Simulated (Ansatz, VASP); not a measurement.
# Rh: VASP beside Ansatz

```
Rh
1.0
     4.41473    0.00000    0.00000
    -2.20736    3.82327    0.00000
     0.00000    0.00000    2.70897
Rh
3
Direct
  0.00000 0.00000 0.00000
  0.33333 0.66667 0.50000
  0.66667 0.33333 0.50000
```

Alike in both runs: task single point; functional r2SCAN; k mesh 10 × 10 × 13; occupations fermi-dirac, width 0.1 eV; no spin polarisation.

```csv
,VASP,Ansatz
version,VASP 6.6.1,Ansatz 0.2.0
potentials or method,"VASP PAW PBE potentials, release 64 (Rh_pv), cutoff 520 eV","plane waves (500 eV) with PAW, scalar-relativistic"
valence electrons in the cell,45,51
```

|  | VASP | Ansatz | Ansatz less VASP |
| --- | --- | --- | --- |
| pressure (GPa) | -15.7 | -16.5 | -0.75 |
| traceless stress, the component that is largest in VASP (GPa) | 0.36 | 0.44 | +0.075 |

VASP's potentials were made for PBE, not for r2SCAN. The functional is the same, so the differences come from potentials, cutoffs and numerics. VASP's potentials hold 45 valence electrons a cell and Ansatz's 51, so a difference there can come from the potentials and not from the codes.
